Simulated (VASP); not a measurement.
A run of VASP 6.6.1:

Contents of INCAR:

```
PREC = Accurate
ENCUT = 520
EDIFF = 1E-6
ISMEAR = -1
SIGMA = 0.05
LREAL = False
LASPH = True
NELM = 150
ALGO = Normal
ISIF = 2
LWAVE = False
LCHARG = False
ISPIN = 2
MAGMOM = 2 0 0
LORBIT = 11
LMAXMIX = 4
GGA = PS
NBANDS = 20
```

File KPOINTS:

```
Automatic mesh
0
Gamma
  11 11 11
```

The input POSCAR:

```
CoSi2
1.0
    0.0000000000      2.6277397366      2.6277397366
    2.6277397366      0.0000000000      2.6277397366
    2.6277397366      2.6277397366      0.0000000000
Co Si
1 2
Direct
    0.0000000000      0.0000000000      0.0000000000
    0.2500000000      0.2500000000      0.2500000000
    0.7500000000      0.7500000000      0.7500000000
```

Potentials or basis: VASP PAW PBE potentials, release 64 (Co, Si).

Launch:

```bash
$ cat potpaw_PBE.64/Co/POTCAR potpaw_PBE.64/Si/POTCAR > POTCAR
$ mpirun -np 1 vasp_std > vasp.out
```

Hardware: 1 thread of Intel(R) Xeon(R) Platinum 8259CL CPU @ 2.50GHz (Skylake/Cascade Lake), on a shared host.

Problem. How long does it take, and how much memory?

Solution. Run time: 89 s on 1 thread of Intel(R) Xeon(R) Platinum 8259CL CPU @ 2.50GHz (Skylake/Cascade Lake), with other jobs on the host, peak memory 0.21 GiB. Counts: scf iterations 14, k points 56.
